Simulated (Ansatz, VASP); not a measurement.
**PbF2: VASP beside Ansatz**

INCAR

```
SYSTEM = PbF2
PREC = Accurate
ENCUT = 520
EDIFF = 1E-6
ISMEAR = -1
SIGMA = 0.5
LREAL = .FALSE.
LASPH = .TRUE.
NELM = 100
ALGO = Normal
ISIF = 2
LWAVE = .FALSE.
LCHARG = .FALSE.
GGA = PE
NBANDS = 21
```

KPOINTS

```
Automatic mesh
0
G
  6 6 6
  0 0 0
```

File POSCAR:

```
PbF2
1.0
    0.0000000000      2.9458082816      2.9458082816
    2.9458082816      0.0000000000      2.9458082816
    2.9458082816      2.9458082816      0.0000000000
Pb F
1 2
Direct
    0.0000000000      0.0000000000      0.0000000000
    0.2500000000      0.2500000000      0.2500000000
    0.7500000000      0.7500000000      0.7500000000
```

Input for Ansatz:

```yaml
crystal:
  lattice:
    - [0.0, 2.9458082816, 2.9458082816]
    - [2.9458082816, 0.0, 2.9458082816]
    - [2.9458082816, 2.9458082816, 0.0]
  atoms:
    - { symbol: Pb, position: [0.0, 0.0, 0.0] }
    - { symbol: F, position: [0.25, 0.25, 0.25] }
    - { symbol: F, position: [0.75, 0.75, 0.75] }
kpoints:
  mp_grid: { grid: [6, 6, 6] }
hamiltonian:
  xc: pbe
scf:
  occupations: { method: fermi_dirac, width: 0.5 }
  n_extra_bands: 4
output:
  forces: true
  stress: true
  eigenvalues: true
```

Alike in both runs: task single point; functional PBE; k mesh 6 × 6 × 6; occupations fermi-dirac, width 0.5 eV; no spin polarisation.

```csv
,VASP,Ansatz
version,VASP 6.6.1,Ansatz 0.2.0
potentials or method,"VASP PAW PBE potentials, release 64 (Pb_d, F)",plane waves
plane-wave cutoff (eV),520,420
valence electrons in the cell,28,28
```

|  | VASP | Ansatz | Ansatz less VASP |
| --- | --- | --- | --- |
| pressure (GPa) | 4.0 | 4.2 | +0.20 |

The functional is the same, so the differences come from potentials, cutoffs and numerics.

Neither program's run includes spin-orbit coupling.
